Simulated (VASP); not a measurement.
Write the native input for VASP 6.6.1 that does the following.

```
Task                   : single point
Functional             : PBE
Potentials or basis    : VASP PAW PBE potentials, release 64 (Ga_d, As)
Cutoff                 : 500 eV
k mesh                 : 3 × 3 × 3
Occupations            : gaussian, width 0.03 eV
Spin                   : no spin polarisation
Dipole correction      : no
Further INCAR settings : ALGO = Normal; EDIFF = 1e-06; NBANDS = 16
```

The structure of GaAs lies in POSCAR:

```
GaAs
1.0
    0.0000000000      2.8268500000      2.8268500000
    2.8268500000      0.0000000000      2.8268500000
    2.8268500000      2.8268500000      0.0000000000
Ga As
1 1
Direct
    0.0000000000      0.0000000000      0.0000000000
    0.7500000000      0.7500000000      0.7500000000
```

One way to write it, as run:

INCAR

```
SYSTEM = GaAs
PREC = Accurate ; ENCUT = 500
EDIFF = 1E-6 ; ISMEAR = 0
SIGMA = 0.03 ; LREAL = .FALSE.
LASPH = .TRUE. ; NELM = 120
ALGO = Normal ; ISIF = 2
LWAVE = .FALSE. ; LCHARG = .TRUE.
GGA = PE ; LELF = .TRUE.
LVHAR = .TRUE. ; NBANDS = 16
GGA_COMPAT = .FALSE.
```

KPOINTS

```
regular mesh
0
G
  3 3 3
  0 0 0
```

Potentials or basis: VASP PAW PBE potentials, release 64 (Ga_d, As).

The run is started by

```console
$ cat potpaw_PBE.64/Ga_d/POTCAR potpaw_PBE.64/As/POTCAR > POTCAR
$ mpirun -np 1 vasp_std > vasp.out
```

Results of the run:

| Item | Value |
| --- | --- |
| Pressure | 4.7 GPa |
| Band gap on the k mesh | 0.49 eV, direct |

Caveat: the k points lie up to 0.64 Å⁻¹ apart.

Wall time 14 s on 1 thread of Intel Xeon 8259CL, with other jobs on the host, peak memory 0.16 GiB.
